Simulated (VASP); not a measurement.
# V (P6_3/mmc) in VASP: further runs

The runs below take V through single point, relaxation of cell and atoms, with PBE.

All numbers are computed with VASP 6.6.1; they aren't measurements. Logs are shortened: lines on timing, memory, paths and dates and some standing lists are left out, and cuts for length are marked.

## 1. The cell of the first run

It takes space group P6_3/mmc (No. 194, hexagonal). The conventional cell has a = 2.731 Å, b = 2.731 Å, c = 9.621 Å, α = 90.00°, β = 90.00°, γ = 120.00°. Within 3.6 Å of V (site symmetry -3m) lie 12 V at 2.73 to 2.88 Å. V (site symmetry -6m2) has 12 V at 2.73 to 2.88 Å within 3.6 Å.

## 2. Single point, PBE (volume scaled by 1.12)

File INCAR:

```
SYSTEM = V
  ALGO = Normal
  EDIFF = 1E-6
  ENCUT = 520
  GGA = PE
  ISIF = 2
  ISMEAR = -1
  LASPH = .True.
  LCHARG = .False.
  LREAL = .False.
  LWAVE = .False.
  NBANDS = 34
  NELM = 60
  PREC = Accurate
  SIGMA = 0.1
```

File KPOINTS:

```
k-points
0
Gamma
  15 15 4
  0 0 0
```

File POSCAR:

```
V
1.0
    2.7309552977      0.0000000000      0.0000000000
   -1.3654776489      2.3650766644      0.0000000000
    0.0000000000      0.0000000000      9.6210995497
V
4
Direct
    1.0000000000      1.0000000000      1.0000000000
    1.0000000000      1.0000000000      0.5000000000
    0.3333333333      0.6666666667      0.2500000000
    0.6666666667      0.3333333333      0.7500000000
```

Potentials or basis: VASP PAW PBE potentials, release 64 (V_sv).

The run is started by

```
cat potpaw_PBE.64/V_sv/POTCAR > POTCAR
mpirun -np 1 vasp_std > vasp.out
```

OUTCAR:

```text
SYSTEM = V
   EDIFF = 1E-6
   ENCUT = 520
   GGA = PE
   ISIF = 2
   ISMEAR = -1
   LASPH = .True.
   LREAL = .False.
   NELM = 60
   PREC = Accurate

 ion  position               nearest neighbor table
   1  0.000  0.000  0.000-   3 2.88   4 2.88   4 2.88   3 2.88   4 2.88   3 2.88
   2  0.000  0.000  0.500-   3 2.88   4 2.88   4 2.88   3 2.88   4 2.88   3 2.88
   3  0.333  0.667  0.250-   1 2.88   2 2.88   1 2.88   2 2.88   1 2.88   2 2.88
   4  0.667  0.333  0.750-   1 2.88   2 2.88   1 2.88   2 2.88   1 2.88   2 2.88

  LATTYP: Found a hexagonal cell.
 ALAT       =     2.7309552977
 C/A-ratio  =     3.5229795075

  Lattice vectors:

 A1 = (   2.7309552977,   0.0000000000,   0.0000000000)
 A2 = (  -1.3654776489,   2.3650766644,   0.0000000000)
 A3 = (   0.0000000000,   0.0000000000,   9.6210995497)

Analysis of symmetry for initial positions (statically):
=====================================================================
 Subroutine PRICEL returns:
 Original cell was already a primitive cell.

 Routine SETGRP: Setting up the symmetry group for a
 hexagonal supercell.

 Subroutine GETGRP returns: Found 24 space group operations
 (whereof 12 operations were pure point group operations)
 out of a pool of 24 trial point group operations.

The static configuration has the point symmetry D_3d.
 The point group associated with its full space group is D_6h.

Analysis of symmetry for dynamics (positions and initial velocities):
=====================================================================
 Subroutine PRICEL returns:
 Original cell was already a primitive cell.

 Routine SETGRP: Setting up the symmetry group for a
 hexagonal supercell.

 Subroutine GETGRP returns: Found 24 space group operations
 (whereof 12 operations were pure point group operations)
 out of a pool of 24 trial point group operations.

The dynamic configuration has the point symmetry D_3d.
 The point group associated with its full space group is D_6h.

 Subroutine INISYM returns: Found 24 space group operations
 (whereof 12 operations are pure point group operations),
 and found     1 'primitive' translations

----------------------------------------------------------------------------------------

                                     Primitive cell

  volume of cell :      62.1419

  direct lattice vectors                    reciprocal lattice vectors
     2.730955298  0.000000000  0.000000000     0.366172233  0.211409637  0.000000000
    -1.365477649  2.365076664  0.000000000     0.000000000  0.422819275  0.000000000
     0.000000000  0.000000000  9.621099550     0.000000000  0.000000000  0.103938224

  length of vectors
     2.730955298  2.730955298  9.621099550     0.422819275  0.422819275  0.103938224

  position of ions in fractional coordinates (direct lattice)
     0.000000000  0.000000000  0.000000000
     0.000000000  0.000000000  0.500000000
     0.333333333  0.666666667  0.250000000
     0.666666667  0.333333333  0.750000000

  ion indices of the primitive-cell ions
   primitive index   ion index
                 1           1
                 2           2
                 3           3
                 4           4

----------------------------------------------------------------------------------------

 KPOINTS: k-points

Automatic generation of k-mesh.
 Grid dimensions read from file:
 generate k-points for:   15   15    4

 Generating k-lattice:

  Cartesian coordinates                     Fractional coordinates (reciprocal lattice)
     0.024411482  0.014093976  0.000000000     0.066666667  0.000000000  0.000000000
     0.000000000  0.028187952  0.000000000     0.000000000  0.066666667  0.000000000
     0.000000000  0.000000000  0.025984556     0.000000000  0.000000000  0.250000000

  Length of vectors
     0.028187952  0.028187952  0.025984556

  Shift w.r.t. Gamma in fractional coordinates (k-lattice)
     0.000000000  0.000000000  0.000000000

 Subroutine IBZKPT returns following result:
 ===========================================

 Found     81 irreducible k-points:

 Following reciprocal coordinates:
            Coordinates               Weight
  0.000000  0.000000  0.000000      1.000000
  0.066667  0.000000  0.000000      6.000000
  0.133333  0.000000  0.000000      6.000000
  0.200000 -0.000000  0.000000      6.000000
  0.266667  0.000000  0.000000      6.000000
  0.333333  0.000000  0.000000      6.000000
[... 16 lines left out ...]
  0.333333  0.200000  0.000000     12.000000
  0.400000  0.200000  0.000000      6.000000
 [... further k-points ...]
   k-points           NKPTS =     81   k-points in BZ     NKDIM =     81   number of bands    NBANDS=     34
   number of dos      NEDOS =    301   number of ions     NIONS =      4
   total plane-waves  NPLWV =  28800
   dimension x,y,z NGX =    20 NGY =   20 NGZ =   72
   dimension x,y,z NGXF=    40 NGYF=   40 NGZF=  144
   ions per type =               4
   NGX,Y,Z   is equivalent  to a cutoff of  12.17, 12.17, 12.44 a.u.
   NGXF,Y,Z  is equivalent  to a cutoff of  24.35, 24.35, 24.88 a.u.
 SYSTEM =  V
   PREC   = accura    normal or accurate (medium, high low for compatibility)
   ISTART =      0    job   : 0-new  1-cont  2-samecut
   ICHARG =      2    charge: 1-file 2-atom 10-const
   ISPIN  =      1    spin polarized calculation?
   LNONCOLLINEAR =      F non collinear calculations
   LSORBIT =      F    spin-orbit coupling
   LASPH  =      T    aspherical Exc in radial PAW
   ENCUT  =  520.0 eV  38.22 Ry    6.18 a.u.   5.08  5.08 17.89*2*pi/ulx,y,z
   NELM   =     60;   NELMIN=  2; NELMDL= -5     # of ELM steps
   EDIFF  = 0.1E-05   stopping-criterion for ELM
   LREAL  =      F    real-space projection
   EDIFFG = 0.1E-04   stopping-criterion for IOM
   NSW    =      0    number of steps for IOM
   IBRION =     -1    ionic relax: 0-MD 1-quasi-New 2-CG
   NFREE  =      0    steps in history (QN), initial steepest desc. (CG)
   ISIF   =      2    stress and relaxation
   ISYM   =      2    0-nonsym 1-usesym 2-fastsym
   POTIM  = 0.5000    time-step for ionic-motion
   TEBEG  =    0.0;   TEEND  =   0.0 temperature during run
   PSTRESS=    0.0 pullay stress
   NELECT =      52.0000    total number of electrons
   NUPDOWN=      -1.0000    fix difference up-down
   EMIN   =  10.00;   EMAX   =-10.00  energy-range for DOS
   EFERMI =   0.00;   METHOD = LEGACY
   ISMEAR =    -1;   SIGMA  =   0.10  broadening in eV -4-tet -1-fermi 0-gaus
   EFERMI_NEDOS =   21; number of points for ismear=-14 and -15
   IALGO  =     38    algorithm
   IMIX   =      4    mixing-type and parameters
     AMIX     =   0.40;   BMIX     =  1.00
     AMIX_MAG =   1.60;   BMIX_MAG =  1.00
  volume/ion in A,a.u.               =      15.54       104.84
  Fermi-wavevector in a.u.,A,eV,Ry     =   1.542699  2.915278 32.380766  2.379919
  Thomas-Fermi vector in A             =   2.648466
   LORBIT       =      0    0 simple, 1 ext, 2 COOP (PROOUT), +10 PAW based schemes
   GGA     = PE    functional components
   LHFCALC =     F    Hartree Fock is set to
   AEXX    =    0.0000 exact exchange contribution
   IVDW    =     0    specifies the selected vdW correction
   LEPSILON=     F    determine dielectric tensor
   LRPA    =     F    only Hartree local field effects (RPA)
 non-spin polarized calculation
  energy-cutoff  :      520.00
  volume of cell :       62.14
 maximum number of plane-waves:      1694
   NGX = 11   NGY = 11   NGZ = 35

 number of electron      51.9999978 magnetization

 Free energy of the ion-electron system (eV)
  ---------------------------------------------------
  ext. energy  EPLUGINS =         0.00000000
  ---------------------------------------------------
  free energy    TOTEN  =       -34.78547326 eV

  energy without entropy =      -34.53588814  energy(sigma->0) =      -34.66068070

 E-fermi :   8.3194     XC(G=0): -12.1419

 val. band max:        8.3173783718   @ k =   0.2667   0.2000   0.5000
 cond. band min:       8.3270133144   @ k =   0.2667   0.0667   0.0000
 fundamental gap:      0.0096349427
 Fermi energy:         8.3193993474

 k-point     1 :       0.0000    0.0000    0.0000
  band No.  band energies     occupation
      1     -55.8342      2.00000
      2     -55.8114      2.00000
      3     -55.7732      2.00000
      4     -55.7502      2.00000
      5     -29.8480      2.00000
      6     -29.6259      2.00000
[... 26 lines left out ...]
     33       9.9023      0.00000
     34       9.9025      0.00000

 k-point     2 :       0.0667    0.0000    0.0000
  band No.  band energies     occupation
      1     -55.8296      2.00000
      2     -55.8075      2.00000
      3     -55.7692      2.00000
      4     -55.7469      2.00000
      5     -29.8399      2.00000
      6     -29.6243      2.00000
[... 26 lines left out ...]
     33       9.7883      0.00000
     34       9.8282      0.00000

 k-point     3 :       0.1333    0.0000    0.0000
  band No.  band energies     occupation
      1     -55.8165      2.00000
      2     -55.7963      2.00000
      3     -55.7580      2.00000
      4     -55.7376      2.00000
      5     -29.8166      2.00000
      6     -29.6221      2.00000
[... 26 lines left out ...]
     33       9.5268      0.00001
     34       9.6614      0.00000

 k-point     4 :       0.2000   -0.0000    0.0000
  band No.  band energies     occupation
      1     -55.7970      2.00000
      2     -55.7798      2.00000
      3     -55.7414      2.00000
      4     -55.7240      2.00000
      5     -29.7810      2.00000
      6     -29.6297      2.00000
[... 26 lines left out ...]
     33       9.5165      0.00001
     34       9.5481      0.00001

 k-point     5 :       0.2667    0.0000    0.0000
  band No.  band energies     occupation
      1     -55.7743      2.00000
      2     -55.7607      2.00000
      3     -55.7224      2.00000
      4     -55.7087      2.00000
      5     -29.7411      2.00000
      6     -29.6838      2.00000
[... 621 lines left out ...]
 k-point    22 :       0.2667    0.2000    0.0000
  band No.  band energies     occupation
      1     -55.7296      2.00000
      2     -55.7245      2.00000
      3     -55.6861      2.00000
      4     -55.6810      2.00000
      5     -29.8002      2.00000
      6     -29.7785      2.00000
[... 26 lines left out ...]
     33      10.1743      0.00000
     34      10.8303      0.00000

 k-point    23 :       0.3333    0.2000    0.0000
  band No.  band energies     occupation
      1     -55.7178      2.00000
      2     -55.7153      2.00000
      3     -55.6769      2.00000
      4     -55.6745      2.00000
      5     -29.8283      2.00000
      6     -29.8174      2.00000
[... 26 lines left out ...]
     33      10.2596      0.00000
     34      10.7728      0.00000

 k-point    24 :       0.4000    0.2000    0.0000
  band No.  band energies     occupation
      1     -55.7135      2.00000
      2     -55.7121      2.00000
      3     -55.6737      2.00000
      4     -55.6722      2.00000
      5     -29.8379      2.00000
      6     -29.8311      2.00000
[... 26 lines left out ...]
     33      10.5015      0.00000
     34      10.6591      0.00000

 [... further k-points ...]

------------------------ aborting loop because EDIFF is reached ----------------------------------------

  FORCE on cell =-STRESS in cart. coord.  units (eV):
  Direction    XX          YY          ZZ          XY          YZ          ZX
  --------------------------------------------------------------------------------------
  -------------------------------------------------------------------------------------
  Total       -6.0029718     -6.0029718     -6.0608444      0.0000000      0.0000000      0.0000000
  in kB     -154.7719890   -154.7719890   -156.2640920      0.0000000      0.0000000      0.0000000
  external PRESSURE =    -155.2693567 kB  Pullay stress =       0.0000000 kB

 VOLUME and BASIS-vectors are now :
 -----------------------------------------------------------------------------
  energy-cutoff  :      520.00
  volume of cell :       62.14
      direct lattice vectors                 reciprocal lattice vectors
     2.730955298  0.000000000  0.000000000     0.366172233  0.211409637  0.000000000
    -1.365477649  2.365076664  0.000000000     0.000000000  0.422819275  0.000000000
     0.000000000  0.000000000  9.621099550     0.000000000  0.000000000  0.103938224

 POSITION                                       TOTAL-FORCE (eV/Angst)
 -----------------------------------------------------------------------------------
      0.00000      0.00000      0.00000         0.000000      0.000000     -0.000000
      0.00000      0.00000      4.81055         0.000000      0.000000     -0.000000
     -0.00000      1.57672      2.40527         0.000000      0.000000      0.000000
      1.36548      0.78836      7.21582        -0.000000     -0.000000     -0.000000
 -----------------------------------------------------------------------------------
    total drift:                                0.000000     -0.000000      0.000000

  FREE ENERGIE OF THE ION-ELECTRON SYSTEM (eV)
  ---------------------------------------------------
  free  energy   TOTEN  =       -34.7854732571 eV

  energy  without entropy=      -34.5358881386  energy(sigma->0) =      -34.66068070
```

It took 67 s on 1 thread of Intel Xeon 6975P-C (Granite Rapids), shared host; peak memory 0.25 GiB.

What came out:

| Item | Value |
| --- | --- |
| Free energy | -34.7855 eV |
| Pressure | -15.5 GPa |
| Band gap on the k mesh | zero (band 26 reaches 8.63 eV, above the bottom of band 27 at 7.82 eV) |

(Part 1 of 3 ends here.)
